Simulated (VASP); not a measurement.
# Si2F3 (R32) in VASP: a series of runs

Si2F3 is run at these levels: PBE; tasks: relaxation of cell and atoms, single point.

Program: VASP 6.6.1. These are calculated values, not measurements. Logs are shortened: lines on timing, memory, paths and dates and some standing lists are left out, and cuts for length are marked.

### Step 1. The cell of the first run

It takes space group R32 (No. 155, trigonal). The conventional cell has a = 5.442 Å, b = 5.442 Å, c = 6.543 Å, α = 90.00°, β = 90.00°, γ = 120.00°. Within 2.8 Å of Si (site symmetry 3) lie 6 F at 2.15 to 2.16 Å. F (site symmetry 2) has 4 Si at 2.15 to 2.16 Å and 4 F at 2.33 Å within 2.8 Å.

The cell was generated, and may not be a known phase.

### Step 2. Relaxation of cell and atoms, PBE

File INCAR:

```
ALGO = Normal
EDIFF = 1E-6
EDIFFG = -0.04
ENCUT = 600
GGA = PE
IBRION = 2
ISIF = 3
ISMEAR = 0
LASPH = T
LCHARG = F
LREAL = F
LWAVE = F
NELM = 100
NSW = 90
PREC = Accurate
SIGMA = 0.1
```

File KPOINTS:

```
k-points
0
Gamma
  6 6 6
```

File POSCAR:

```
Si2F3
1.0
    2.7209051000      1.5709152900      2.1809284600
   -2.7209051000      1.5709152900      2.1809284600
    0.0000000000     -3.1418305900      2.1809284600
Si F
2 3
Direct
    0.2578843500      0.2578843500      0.2578843500
    0.7421156500      0.7421156500      0.7421156500
    0.2467715700      0.7532284300      0.0000000000
    0.0000000000      0.2467715700      0.7532284300
    0.7532284300      0.0000000000      0.2467715700
```

Potentials or basis: VASP PAW PBE potentials, release 64 (Si, F).

Launch:

```bash
cat potpaw_PBE.64/Si/POTCAR potpaw_PBE.64/F/POTCAR > POTCAR
mpirun -np 1 vasp_std > vasp.out
```

OUTCAR:

```text
EDIFF = 1E-6
   EDIFFG = -0.04
   ENCUT = 600
   GGA = PE
   IBRION = 2
   ISIF = 3
   ISMEAR = 0
   LASPH = T
   LREAL = F
   NELM = 100
   NSW = 90
   PREC = Accurate

 ion  position               nearest neighbor table
   1  0.258  0.258  0.258-   5 2.15   3 2.15   4 2.15   5 2.16   3 2.16   4 2.16
   2  0.742  0.742  0.742-   4 2.15   3 2.15   5 2.15   4 2.16   3 2.16   5 2.16
   3  0.247  0.753  0.000-   1 2.15   2 2.15   1 2.16   2 2.16
   4  0.000  0.247  0.753-   2 2.15   1 2.15   2 2.16   1 2.16
   5  0.753  0.000  0.247-   1 2.15   2 2.15   1 2.16   2 2.16

  LATTYP: Found a trigonal (rhomboedric) cell.
 ALAT       =     3.8245978036
 COS(alpha) =    -0.0122440728

  Lattice vectors:

 A1 = (   2.7209051000,   1.5709152900,   2.1809284600)
 A2 = (  -2.7209051000,   1.5709152900,   2.1809284600)
 A3 = (   0.0000000000,  -3.1418305900,   2.1809284600)

Analysis of symmetry for initial positions (statically):
=====================================================================
 Subroutine PRICEL returns:
 Original cell was already a primitive cell.

 Routine SETGRP: Setting up the symmetry group for a
 trigonal (rhombohedral) supercell.

 Subroutine GETGRP returns: Found  6 space group operations
 (whereof  6 operations were pure point group operations)
 out of a pool of 12 trial point group operations.

The static configuration has the point symmetry D_3 .

Analysis of symmetry for dynamics (positions and initial velocities):
=====================================================================
 Subroutine PRICEL returns:
 Original cell was already a primitive cell.

 Routine SETGRP: Setting up the symmetry group for a
 trigonal (rhombohedral) supercell.

 Subroutine GETGRP returns: Found  6 space group operations
 (whereof  6 operations were pure point group operations)
 out of a pool of 12 trial point group operations.

The dynamic configuration has the point symmetry D_3 .

 Subroutine INISYM returns: Found  6 space group operations
 (whereof  6 operations are pure point group operations),
 and found     1 'primitive' translations

----------------------------------------------------------------------------------------

                                     Primitive cell

  volume of cell :      55.9318

  direct lattice vectors                    reciprocal lattice vectors
     2.720905100  1.570915290  2.180928460     0.183762381  0.106095260  0.152840104
    -2.720905100  1.570915290  2.180928460    -0.183762381  0.106095260  0.152840104
     0.000000000 -3.141830590  2.180928460     0.000000000 -0.212190520  0.152840104

  length of vectors
     3.824597804  3.824597804  3.824597809     0.261505095  0.261505095  0.261505094

  position of ions in fractional coordinates (direct lattice)
     0.257884350  0.257884350  0.257884350
     0.742115650  0.742115650  0.742115650
     0.246771570  0.753228430  0.000000000
     1.000000000  0.246771570  0.753228430
     0.753228430  1.000000000  0.246771570

  ion indices of the primitive-cell ions
   primitive index   ion index
                 1           1
                 2           2
                 3           3
                 4           4
                 5           5

----------------------------------------------------------------------------------------

 KPOINTS: k-points

Automatic generation of k-mesh.
 Grid dimensions read from file:
 generate k-points for:    6    6    6

 Generating k-lattice:

  Cartesian coordinates                     Fractional coordinates (reciprocal lattice)
     0.030627064  0.017682543  0.025473351     0.166666667 -0.000000000  0.000000000
    -0.030627064  0.017682543  0.025473351    -0.000000000  0.166666667  0.000000000
     0.000000000 -0.035365087  0.025473351     0.000000000  0.000000000  0.166666667

  Length of vectors
     0.043584182  0.043584182  0.043584182

  Shift w.r.t. Gamma in fractional coordinates (k-lattice)
     0.000000000  0.000000000  0.000000000

 Subroutine IBZKPT returns following result:
 ===========================================

 Found     32 irreducible k-points:

 Following reciprocal coordinates:
            Coordinates               Weight
  0.000000  0.000000  0.000000      1.000000
  0.166667  0.000000 -0.000000      6.000000
  0.333333  0.000000 -0.000000      6.000000
  0.500000  0.000000  0.000000      3.000000
  0.166667  0.166667 -0.000000      6.000000
  0.333333  0.166667 -0.000000     12.000000
[... 16 lines left out ...]
  0.500000  0.500000  0.166667      6.000000
 -0.333333  0.500000  0.166667     12.000000
 [... further k-points ...]
   k-points           NKPTS =     32   k-points in BZ     NKDIM =     32   number of bands    NBANDS=     18
   number of dos      NEDOS =    301   number of ions     NIONS =      5
   total plane-waves  NPLWV =  32768
   dimension x,y,z NGX =    32 NGY =   32 NGZ =   32
   dimension x,y,z NGXF=    64 NGYF=   64 NGZF=   64
   ions per type =               2   3
   NGX,Y,Z   is equivalent  to a cutoff of  13.91, 13.91, 13.91 a.u.
   NGXF,Y,Z  is equivalent  to a cutoff of  27.82, 27.82, 27.82 a.u.
 SYSTEM =  unknown system
   PREC   = accura    normal or accurate (medium, high low for compatibility)
   ISTART =      0    job   : 0-new  1-cont  2-samecut
   ICHARG =      2    charge: 1-file 2-atom 10-const
   ISPIN  =      1    spin polarized calculation?
   LNONCOLLINEAR =      F non collinear calculations
   LSORBIT =      F    spin-orbit coupling
   LASPH  =      T    aspherical Exc in radial PAW
   ENCUT  =  600.0 eV  44.10 Ry    6.64 a.u.   7.64  7.64  7.64*2*pi/ulx,y,z
   NELM   =    100;   NELMIN=  2; NELMDL= -5     # of ELM steps
   EDIFF  = 0.1E-05   stopping-criterion for ELM
   LREAL  =      F    real-space projection
   EDIFFG = -.4E-01   stopping-criterion for IOM
   NSW    =     90    number of steps for IOM
   IBRION =      2    ionic relax: 0-MD 1-quasi-New 2-CG
   NFREE  =      1    steps in history (QN), initial steepest desc. (CG)
   ISIF   =      3    stress and relaxation
   ISYM   =      2    0-nonsym 1-usesym 2-fastsym
   POTIM  = 0.5000    time-step for ionic-motion
   TEBEG  =    0.0;   TEEND  =   0.0 temperature during run
   PSTRESS=    0.0 pullay stress
   NELECT =      29.0000    total number of electrons
   NUPDOWN=      -1.0000    fix difference up-down
   EMIN   =  10.00;   EMAX   =-10.00  energy-range for DOS
   EFERMI =   0.00;   METHOD = LEGACY
   ISMEAR =     0;   SIGMA  =   0.10  broadening in eV -4-tet -1-fermi 0-gaus
   EFERMI_NEDOS =   21; number of points for ismear=-14 and -15
   IALGO  =     38    algorithm
   IMIX   =      4    mixing-type and parameters
     AMIX     =   0.40;   BMIX     =  1.00
     AMIX_MAG =   1.60;   BMIX_MAG =  1.00
  volume/ion in A,a.u.               =      11.19        75.49
  Fermi-wavevector in a.u.,A,eV,Ry     =   1.315188  2.485345 23.534267  1.729720
  Thomas-Fermi vector in A             =   2.445388
   LORBIT       =      0    0 simple, 1 ext, 2 COOP (PROOUT), +10 PAW based schemes
   GGA     = PE    functional components
   LHFCALC =     F    Hartree Fock is set to
   AEXX    =    0.0000 exact exchange contribution
   IVDW    =     0    specifies the selected vdW correction
   LEPSILON=     F    determine dielectric tensor
   LRPA    =     F    only Hartree local field effects (RPA)
 conjugate gradient relaxation of ions
 non-spin polarized calculation
 Gauss-broadening in eV      SIGMA  =   0.10
  energy-cutoff  :      600.00
  volume of cell :       55.93
 maximum number of plane-waves:      1885
 NGX is ok and might be reduce to    32
   NGX = 15   NGY = 15   NGZ = 15

--------------------------------------- Ionic step        1  -------------------------------------------

 number of electron      29.0000002 magnetization

 Free energy of the ion-electron system (eV)
  ---------------------------------------------------
  ext. energy  EPLUGINS =         0.00000000
  ---------------------------------------------------
  free energy    TOTEN  =       -19.35740972 eV

  energy without entropy =      -19.34410983  energy(sigma->0) =      -19.35075977

 E-fermi :   8.2760     XC(G=0): -10.8452

 val. band max:        8.2694704502   @ k =   0.5000   0.1667   0.1667
 cond. band min:       8.3050422510   @ k =   0.5000   0.1667   0.0000
 fundamental gap:      0.0355718008
 Fermi energy:         8.2759830872

 k-point     1 :       0.0000    0.0000    0.0000
  band No.  band energies     occupation
      1     -19.6226      2.00000
      2     -17.9548      2.00000
      3     -17.9548      2.00000
      4      -2.3931      2.00000
      5      -1.9155      2.00000
      6      -1.9155      2.00000
[... 10 lines left out ...]
     17       9.7360      0.00000
     18      11.9376      0.00000
[... 466 lines left out ...]
      2     -18.4992      2.00000
      3     -17.9938      2.00000
      4      -3.8189      2.00000
      5      -3.3717      2.00000
      6      -1.5618      2.00000
[... 10 lines left out ...]
     17       9.8368      0.00000
     18      11.4090      0.00000

 [... further k-points ...]

------------------------ aborting loop because EDIFF is reached ----------------------------------------

  FORCE on cell =-STRESS in cart. coord.  units (eV):
  Direction    XX          YY          ZZ          XY          YZ          ZX
  --------------------------------------------------------------------------------------
  -------------------------------------------------------------------------------------
  Total       12.7780473     12.7780474      5.9549250      0.0000000     -0.0000000      0.0000000
  in kB      366.0296294    366.0296301    170.5799739      0.0000000     -0.0000003      0.0000000
  external PRESSURE =     300.8797445 kB  Pullay stress =       0.0000000 kB
[... 98 lines left out ...]
  FREE ENERGIE OF THE ION-ELECTRON SYSTEM (eV)
  ---------------------------------------------------
  free  energy   TOTEN  =       -20.7542746400 eV

  energy  without entropy=      -20.7411763942  energy(sigma->0) =      -20.74772552

[... ionic steps 4 to 24 ...]

--------------------------------------- Ionic step       25  -------------------------------------------

 number of electron      29.0000021 magnetization

------------------------ aborting loop because EDIFF is reached ----------------------------------------

  FORCE on cell =-STRESS in cart. coord.  units (eV):
  Direction    XX          YY          ZZ          XY          YZ          ZX
  --------------------------------------------------------------------------------------
  -------------------------------------------------------------------------------------
  Total        0.0295664      0.0295664     -0.0167383      0.0000000      0.0000000      0.0000000
  in kB        0.5790149      0.5790149     -0.3277959      0.0000000      0.0000000      0.0000000
  external PRESSURE =       0.2767446 kB  Pullay stress =       0.0000000 kB
[... 63 lines left out ...]
  energy  without entropy=      -22.1398668271  energy(sigma->0) =      -22.14496960

--------------------------------------- Ionic step       27  -------------------------------------------

 number of electron      29.0000015 magnetization

 Free energy of the ion-electron system (eV)
  ---------------------------------------------------
  ext. energy  EPLUGINS =         0.00000000
  ---------------------------------------------------
  free energy    TOTEN  =       -22.15047333 eV

  energy without entropy =      -22.14018183  energy(sigma->0) =      -22.14532758

 E-fermi :   4.4751     XC(G=0):  -8.8529

 val. band max:        4.4416617150   @ k =   0.3333   0.1667   0.1667
 cond. band min:       4.4930314838   @ k =  -0.3333  -0.3333   0.1667
 fundamental gap:      0.0513697688
 Fermi energy:         4.4750529419

 k-point     1 :       0.0000    0.0000    0.0000
  band No.  band energies     occupation
      1     -23.3177      2.00000
      2     -21.8618      2.00000
      3     -21.8618      2.00000
      4      -6.6373      2.00000
      5      -6.2727      2.00000
      6      -5.0214      2.00000
[... 10 lines left out ...]
     17       6.5173      0.00000
     18       6.5173      0.00000
[... 466 lines left out ...]
      2     -22.0620      2.00000
      3     -21.9032      2.00000
      4      -7.0027      2.00000
      5      -6.7069      2.00000
      6      -4.6605      2.00000
[... 10 lines left out ...]
     17       6.1756      0.00000
     18       6.8356      0.00000

 [... further k-points ...]

------------------------ aborting loop because EDIFF is reached ----------------------------------------

  FORCE on cell =-STRESS in cart. coord.  units (eV):
  Direction    XX          YY          ZZ          XY          YZ          ZX
  --------------------------------------------------------------------------------------
  -------------------------------------------------------------------------------------
  Total       -0.0013970     -0.0013970      0.0356054      0.0000000     -0.0000000     -0.0000000
  in kB       -0.0273740     -0.0273740      0.6976726      0.0000000     -0.0000000     -0.0000000
  external PRESSURE =       0.2143082 kB  Pullay stress =       0.0000000 kB
[... 20 lines left out ...]
  FREE ENERGIE OF THE ION-ELECTRON SYSTEM (eV)
  ---------------------------------------------------
  free  energy   TOTEN  =       -22.1504733349 eV

  energy  without entropy=      -22.1401818267  energy(sigma->0) =      -22.14532758

 reached required accuracy - stopping structural energy minimisation
```

Run time: 4.2 min. Hardware: 1 thread of AMD EPYC 9R45 (Zen 5), shared host; peak memory 0.16 GiB.

What came out:

```
Free energy                           : -22.1505 eV
Relaxed volume                        : 16.35 Å³/atom
Relaxed cell                          : a = 4.412 Å, b = 4.412 Å, c = 4.412 Å, α = 99.61°, β = 99.61°, γ = 99.61°
Space group after relaxing (to 0.1 Å) : R32 (No. 155)
Pressure after relaxing               : 0.0 GPa
Largest force after relaxing          : 0.015 eV/Å
Band gap on the k mesh                : zero (an odd number of electrons rules out a gap without spin polarisation)
```

Forces in eV/Å, atoms in the order of the input:
```
Si   0.000  0.000  0.013
Si   0.000  0.000 -0.013
F    0.015  0.000  0.000
F   -0.008  0.013  0.000
F   -0.008 -0.013  0.000
```

Final structure:
```xyz
5
Lattice="3.3698 1.9456 2.0786 -3.3698 1.9456 2.0786 0.0000 -3.8911 2.0786" Properties=species:S:1:pos:R:3 pbc="T T T"
Si    0.0000    0.0000    1.4061
Si    0.0000    0.0000    4.8298
F    -2.0399    1.9456    2.0786
F     2.7049   -0.7939    4.1572
F     2.7049    0.7939    2.0786
```

Levels at points of the mesh, in eV from the Fermi level:
```csv
k point,band 12,band 13,band 14,band 15,band 16,band 17
"(0.00, 0.00, 0.00)",-6.89,-6.36,-2.90,1.36,1.36,2.04
"(0.50, 0.00, 0.00)",-6.54,-4.82,-4.65,0.44,1.18,1.55
"(0.50, 0.50, 0.00)",-6.65,-5.45,-3.21,-0.75,1.07,1.51
"(0.50, 0.50, 0.50)",-6.86,-4.54,-4.21,0.29,0.29,1.49
```

Caveat: the volume moved by over 15 % at a fixed basis, so the end points are rough; an odd number of electrons without spin polarisation forces a metal; a magnetic or distorted state may lie lower.

(Part 1 of 3 ends here.)

The gap in the log of VASP goes by the Fermi energy; the results here count the filled bands.